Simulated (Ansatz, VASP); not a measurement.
## AlO5: VASP beside Ansatz

Contents of INCAR:

```
ALGO = Normal
EDIFF = 1E-7
ENCUT = 520
GGA = PE
ISIF = 2
ISMEAR = 0
ISPIN = 2
LASPH = T
LCHARG = T
LELF = T
LORBIT = 11
LREAL = F
LVHAR = T
LWAVE = F
MAGMOM = 0 1 1 1 1 1
NBANDS = 30
NELM = 150
PREC = Accurate
SIGMA = 0.1
```

The input KPOINTS:

```
k-points
0
Gamma
  6 6 6
```

Contents of POSCAR:

```
AlO5
1.0
    2.2822928800      1.3176824100      4.1147381800
   -2.2822928800      1.3176824100      4.1147381800
    0.0000000000     -2.6353648200      4.1147381800
Al O
1 5
Direct
    0.5000000000      0.5000000000      0.5000000000
    0.6195728200      0.3804271800      0.0000000000
    0.1525402500      0.1525402500      0.1525402500
    0.0000000000      0.6195728200      0.3804271800
    0.3804271800      0.0000000000      0.6195728200
    0.8474597500      0.8474597500      0.8474597500
```

Input for Ansatz:

```yaml
crystal:
  lattice:
    - [2.28229288, 1.31768241, 4.11473818]
    - [-2.28229288, 1.31768241, 4.11473818]
    - [0.0, -2.63536482, 4.11473818]
  atoms:
    - { symbol: Al, position: [0.5, 0.5, 0.5] }
    - { symbol: O, position: [0.61957282, 0.38042718, 0.0], spin: 1.0 }
    - { symbol: O, position: [0.15254025, 0.15254025, 0.15254025], spin: 1.0 }
    - { symbol: O, position: [0.0, 0.61957282, 0.38042718], spin: 1.0 }
    - { symbol: O, position: [0.38042718, 0.0, 0.61957282], spin: 1.0 }
    - { symbol: O, position: [0.84745975, 0.84745975, 0.84745975], spin: 1.0 }
basis:
  ecutwfc: 420
kpoints:
  mp_grid: { grid: [6, 6, 6] }
hamiltonian:
  xc: pbe
scf:
  occupations: { method: gaussian, width: 0.1 }
  lower_state_search: "off"
output:
  forces: true
  stress: true
  eigenvalues: true
  populations: true
magnetization:
  spin_polarized: true
```

Change from the starting cell: species swapped into the La5Mg type (R32, No. 155).

Alike in both runs: task single point; functional PBE; k mesh 6 × 6 × 6; occupations gaussian, width 0.1 eV; collinear spin.

```csv
,VASP,Ansatz
version,VASP 6.6.1,Ansatz 0.2.0
potentials or method,"VASP PAW PBE potentials, release 64 (Al, O), cutoff 520 eV","scalar-relativistic, plane waves, PAW"
valence electrons in the cell,33,33
```

|  | VASP | Ansatz | Ansatz less VASP |
| --- | --- | --- | --- |
| gap on the k mesh at the Fermi level (eV) | none | none | - |
| pressure (GPa) | -20.0 | -19.8 | +0.20 |
| traceless stress, the component that is largest in VASP (GPa) | -3.83 | -3.84 | -0.012 |
| rms of the force components (eV/Å) | 0.111 | 0.111 | +0.0004 |
| net moment per atom (μB) | 1.17 | 1.17 | 0.000 |
| size of the moment on the site where the two differ most (μB) | 1.19 | 1.37 | +0.187 |

Site moments also hang on the region over which each program counts them. Atom by atom the forces differ by 0.001 eV/Å (rms over components). A gap of «none» marks a metal or a gap that the smearing closes. With one functional, cell and mesh, what is left measures potentials, basis and numerics.
